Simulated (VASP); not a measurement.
# PbO2: single point with PBE

Crystal: PbO2.

```
Pb O
1.0
     5.00998    0.00000    0.00000
     0.00000    5.00998    0.00000
     0.00000    0.00000    3.43624
Pb O
2 4
Direct
  0.00000 0.00000 0.00000
  0.50000 0.50000 0.50000
  0.30740 0.30740 0.00000
  0.19260 0.80740 0.50000
  0.69260 0.69260 0.00000
  0.80740 0.19260 0.50000
```

```
Program                : VASP 6.6.1
Task                   : single point
Functional             : PBE
Potentials or basis    : VASP PAW PBE potentials, release 64 (Pb_d, O)
Cutoff                 : 520 eV
k mesh                 : 8 × 8 × 10
Occupations            : gaussian, width 0.1 eV
Spin                   : no spin polarisation
Dipole correction      : no
Further INCAR settings : ALGO = Normal; EDIFF = 1e-06; NBANDS = 35
```

The pressure is 3.8 GPa. The largest force is 0.008 eV/Å.

Forces on the atoms (eV/Å):
```
Pb   0.000  0.000  0.000
Pb   0.000  0.000  0.000
O   -0.006 -0.006  0.000
O    0.006 -0.006  0.000
O    0.006  0.006  0.000
O   -0.006  0.006  0.000
```

Stress tensor (GPa, compression positive):
```
3.72 0.00 0.00
0.00 3.72 0.00
0.00 0.00 3.92
```

Levels at points of the mesh, in eV from the Fermi level:
```
           k point  band 23  band 24  band 25  band 26  band 27  band 28  band 29  band 30
(0.00, 0.00, 0.00)    -0.65    -0.65    -0.60    -0.60     0.06     4.06     5.78     5.78
(0.50, 0.00, 0.00)    -0.69    -0.69    -0.39    -0.39     2.27     2.27     6.38     6.38
(0.50, 0.50, 0.00)    -0.71    -0.71    -0.49    -0.49     2.66     2.66     6.64     6.64
(0.00, 0.00, 0.50)    -1.10    -1.10    -0.79    -0.79     3.58     3.58     8.78     8.78
(0.50, 0.00, 0.50)    -0.77    -0.77    -0.24    -0.24     3.89     3.89     7.23     7.23
(0.50, 0.50, 0.50)    -0.67    -0.67    -0.52    -0.52     2.68     2.68     8.26     8.26
```

It took 110 s on 1 thread of Intel(R) Xeon(R) 6975P-C (Granite Rapids), on a shared host, peak memory 0.34 GiB.

Caveat: the cell stands under pressure; spin-orbit coupling is left out, which moves the levels of the heavy elements.
